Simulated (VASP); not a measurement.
# Sb in VASP: single point with PBE+D3(BJ)

Aim: the single point of Sb with PBE+D3(BJ).

Everything below comes from runs of VASP 6.6.1. Logs are shortened: lines on timing, memory, paths and dates and some standing lists are left out, and cuts for length are marked.

### Step 1. The cell of the first run

The cell holds a slab with vacuum, 4 atoms: a = 4.069 Å, b = 4.069 Å, c = 20.800 Å, α = 90.00°, β = 90.00°, γ = 120.00°.

### Step 2. Single point, PBE+D3(BJ)

INCAR

```
SYSTEM = Sb
  ALGO = Normal
  DIPOL = 0.5 0.5 0.388
  EDIFF = 1E-6
  ENCUT = 400
  GGA = PE
  GGA_COMPAT = .False.
  IDIPOL = 3
  ISIF = 2
  ISMEAR = 0
  IVDW = 12
  LASPH = .True.
  LCHARG = .True.
  LDIPOL = .True.
  LELF = .True.
  LREAL = .False.
  LVACPOTAV = .True.
  LVHAR = .True.
  LWAVE = .False.
  NBANDS = 38
  NELM = 120
  NELMDL = -8
  PREC = Accurate
  SIGMA = 0.05
```

KPOINTS

```
k-points
0
Gamma
  9 9 1
  0 0 0
```

POSCAR

```
Sb
1.0
    4.0686848921      0.0000000000      0.0000000000
   -2.0343424461      3.5235844766      0.0000000000
    0.0000000000      0.0000000000     20.8000277116
Sb
4
Direct
    0.3333333333      0.6666666667      0.2956733491
    0.6666666667      0.3333333333      0.2163458656
    0.6666666667      0.3333333333      0.5600967399
    0.3333333333      0.6666666667      0.4807692564
```

Potentials or basis: VASP PAW PBE potentials, release 64 (Sb_d_GW).

On the command line:

```console
$ cat potpaw_PBE.64/Sb_d_GW/POTCAR > POTCAR
$ mpirun -np 1 vasp_std > vasp.out
```

OUTCAR:

```text
SYSTEM = Sb
   EDIFF = 1E-6
   ENCUT = 400
   GGA = PE
   ISIF = 2
   ISMEAR = 0
   IVDW = 12
   LASPH = .True.
   LREAL = .False.
   NELM = 120
   NELMDL = -8
   PREC = Accurate
 IVDW          = 12

 ion  position               nearest neighbor table
   1  0.333  0.667  0.296-   2 2.87   2 2.87   2 2.87
   2  0.667  0.333  0.216-   1 2.87   1 2.87   1 2.87
   3  0.667  0.333  0.560-   4 2.87   4 2.87   4 2.87
   4  0.333  0.667  0.481-   3 2.87   3 2.87   3 2.87

  LATTYP: Found a hexagonal cell.
 ALAT       =     4.0686848921
 C/A-ratio  =     5.1122237930

  Lattice vectors:

 A1 = (   4.0686848921,   0.0000000000,   0.0000000000)
 A2 = (  -2.0343424461,   3.5235844766,   0.0000000000)
 A3 = (   0.0000000000,   0.0000000000,  20.8000277116)

Analysis of symmetry for initial positions (statically):
=====================================================================
 Subroutine PRICEL returns:
 Original cell was already a primitive cell.

 Routine SETGRP: Setting up the symmetry group for a
 hexagonal supercell.

 Subroutine GETGRP returns: Found 12 space group operations
 (whereof  6 operations were pure point group operations)
 out of a pool of 24 trial point group operations.

The static configuration has the point symmetry C_3v.
 The point group associated with its full space group is D_3h.

Analysis of symmetry for dynamics (positions and initial velocities):
=====================================================================
 Subroutine PRICEL returns:
 Original cell was already a primitive cell.

 Routine SETGRP: Setting up the symmetry group for a
 hexagonal supercell.

 Subroutine GETGRP returns: Found 12 space group operations
 (whereof  6 operations were pure point group operations)
 out of a pool of 24 trial point group operations.

The dynamic configuration has the point symmetry C_3v.
 The point group associated with its full space group is D_3h.

 Subroutine INISYM returns: Found 12 space group operations
 (whereof  6 operations are pure point group operations),
 and found     1 'primitive' translations

----------------------------------------------------------------------------------------

                                     Primitive cell

  volume of cell :     298.1966

  direct lattice vectors                    reciprocal lattice vectors
     4.068684892  0.000000000  0.000000000     0.245779663  0.141900954  0.000000000
[... 81 lines left out ...]
   IBRION =     -1    ionic relax: 0-MD 1-quasi-New 2-CG
   NFREE  =      0    steps in history (QN), initial steepest desc. (CG)
   ISIF   =      2    stress and relaxation
   ISYM   =      2    0-nonsym 1-usesym 2-fastsym
   POTIM  = 0.5000    time-step for ionic-motion
   TEBEG  =    0.0;   TEEND  =   0.0 temperature during run
   PSTRESS=    0.0 pullay stress
   NELECT =      60.0000    total number of electrons
   NUPDOWN=      -1.0000    fix difference up-down
   EMIN   =  10.00;   EMAX   =-10.00  energy-range for DOS
   EFERMI =   0.00;   METHOD = LEGACY
   ISMEAR =     0;   SIGMA  =   0.05  broadening in eV -4-tet -1-fermi 0-gaus
   EFERMI_NEDOS =   21; number of points for ismear=-14 and -15
   IALGO  =     38    algorithm
   IMIX   =      4    mixing-type and parameters
     AMIX     =   0.40;   BMIX     =  1.00
     AMIX_MAG =   1.60;   BMIX_MAG =  1.00
  volume/ion in A,a.u.               =      74.55       503.08
  Fermi-wavevector in a.u.,A,eV,Ry     =   0.959307  1.812828 12.521037  0.920270
  Thomas-Fermi vector in A             =   2.088492
   LORBIT       =      0    0 simple, 1 ext, 2 COOP (PROOUT), +10 PAW based schemes
   GGA     = PE    functional components
   LHFCALC =     F    Hartree Fock is set to
   AEXX    =    0.0000 exact exchange contribution
   IVDW    =    12    specifies the selected vdW correction
   LEPSILON=     F    determine dielectric tensor
   LRPA    =     F    only Hartree local field effects (RPA)
 non-spin polarized calculation
 Gauss-broadening in eV      SIGMA  =   0.05
  energy-cutoff  :      400.00
  volume of cell :      298.20
 maximum number of plane-waves:      5503
 NGX is ok and might be reduce to    28
   NGX = 13   NGY = 13   NGZ = 67

 dipolmoment           0.000000      0.000000      0.000023 electrons x Angstroem

 number of electron      59.9999993 magnetization

 dipolmoment           0.000000      0.000000     -0.000010 electrons x Angstroem

 Free energy of the ion-electron system (eV)
  ---------------------------------------------------
  ext. energy  EPLUGINS =         0.00000000
  ---------------------------------------------------
  free energy    TOTEN  =       -16.23395600 eV

  energy without entropy =      -16.23395600  energy(sigma->0) =      -16.23395600

 E-fermi :  -0.5183     XC(G=0):  -4.8989

 val. band max:       -0.8426589758   @ k =   0.0000   0.0000   0.0000
 cond. band min:       0.0052532203   @ k =   0.3333  -0.0000   0.0000
 fundamental gap:      0.8479121962
 Fermi energy:        -0.5182559468

 k-point     1 :       0.0000    0.0000    0.0000
  band No.  band energies     occupation
      1     -29.5376      2.00000
      2     -29.5376      2.00000
      3     -29.5371      2.00000
      4     -29.5371      2.00000
      5     -29.4596      2.00000
      6     -29.4596      2.00000
[... 481 lines left out ...]
     37       5.2557      0.00000
     38       6.3673      0.00000

------------------------ aborting loop because EDIFF is reached ----------------------------------------

 Edisp (eV)   -1.16037

 E8    (eV) :    -0.5553

  FORCE on cell =-STRESS in cart. coord.  units (eV):
  Direction    XX          YY          ZZ          XY          YZ          ZX
  --------------------------------------------------------------------------------------
  -------------------------------------------------------------------------------------
  Total      -0.18758    -0.18758     0.12979     0.00000     0.00000     0.00000
  in kB      -1.00786    -1.00786     0.69737     0.00000     0.00000     0.00000
  external pressure =       -0.44 kB  Pullay stress =        0.00 kB

 VOLUME and BASIS-vectors are now :
 -----------------------------------------------------------------------------
  energy-cutoff  :      400.00
  volume of cell :      298.20
      direct lattice vectors                 reciprocal lattice vectors
     4.068684892  0.000000000  0.000000000     0.245779663  0.141900954  0.000000000
    -2.034342446  3.523584477  0.000000000     0.000000000  0.283801909  0.000000000
     0.000000000  0.000000000 20.800027712     0.000000000  0.000000000  0.048076859

 POSITION                                       TOTAL-FORCE (eV/Angst)
 -----------------------------------------------------------------------------------
     -0.00000      2.34906      6.15001         0.000000      0.000000     -0.052399
      2.03434      1.17453      4.50000         0.000000     -0.000000     -0.026826
      2.03434      1.17453     11.65003        -0.000000     -0.000000      0.026826
     -0.00000      2.34906     10.00001        -0.000000      0.000000      0.052399
 -----------------------------------------------------------------------------------
    total drift:                               -0.000000     -0.000000     -0.001094

  FREE ENERGIE OF THE ION-ELECTRON SYSTEM (eV)
  ---------------------------------------------------
  free  energy   TOTEN  =       -17.3943243959 eV

  energy  without entropy=      -17.3943243959  energy(sigma->0) =      -17.39432440

 vacuum level on the upper side and lower side of the slab         3.853         3.853
```

stdout:

```text
POSCAR found type information on POSCAR Sb
 POSCAR found :  1 types and       4 ions
 scaLAPACK will be used
 LDA part: xc-table for (Slater+PW92), standard interpolation
 POSCAR, INCAR and KPOINTS ok, starting setup
 FFT: planning ... GRIDC
 FFT: planning ... GRID_SOFT
 FFT: planning ... GRID
 WAVECAR not read
 entering main loop
 -----------------------------------------------------------------------------
|                                                                             |
|           W    W    AA    RRRRR   N    N  II  N    N   GGGG   !!!           |
|           W    W   A  A   R    R  NN   N  II  NN   N  G    G  !!!           |
|           W    W  A    A  R    R  N N  N  II  N N  N  G       !!!           |
|           W WW W  AAAAAA  RRRRR   N  N N  II  N  N N  G  GGG   !            |
|           WW  WW  A    A  R   R   N   NN  II  N   NN  G    G                |
|           W    W  A    A  R    R  N    N  II  N    N   GGGG   !!!           |
|                                                                             |
|     Did not find any points to average over, which means that no vacuum     |
|     field-free region was found. Please increase the size of  your cell     |
|     in the dimension of the dipole correction to obtain accurate            |
|     workfunction values.                                                    |
|                                                                             |
 -----------------------------------------------------------------------------
```

Run time: 1.9 min. Hardware: 1 thread of Intel Xeon 6975P-C (Granite Rapids), shared host; peak memory 0.35 GiB.

Results:

* Free energy: -17.3943 eV
* Largest force: 0.052 eV/Å
* Band gap on the k mesh: 0.85 eV (least direct gap 1.33 eV)
* Dispersion energy per atom: -0.290 eV

Forces on the atoms (eV/Å):
```
Sb   0.000  0.000 -0.052
Sb   0.000  0.000 -0.027
Sb   0.000  0.000  0.027
Sb   0.000  0.000  0.052
```

Levels at points of the mesh, in eV from the valence-band top:
```tsv
k point	band 26	band 27	band 28	band 29	band 30	band 31	band 32	band 33	band 34	band 35
(0.00, 0.00, 0.00)	-0.17	-0.07	-0.07	0.00	0.00	1.51	2.00	2.67	2.67	2.82
```

Caveat: spin-orbit coupling is left out, which moves the levels of the heavy elements.
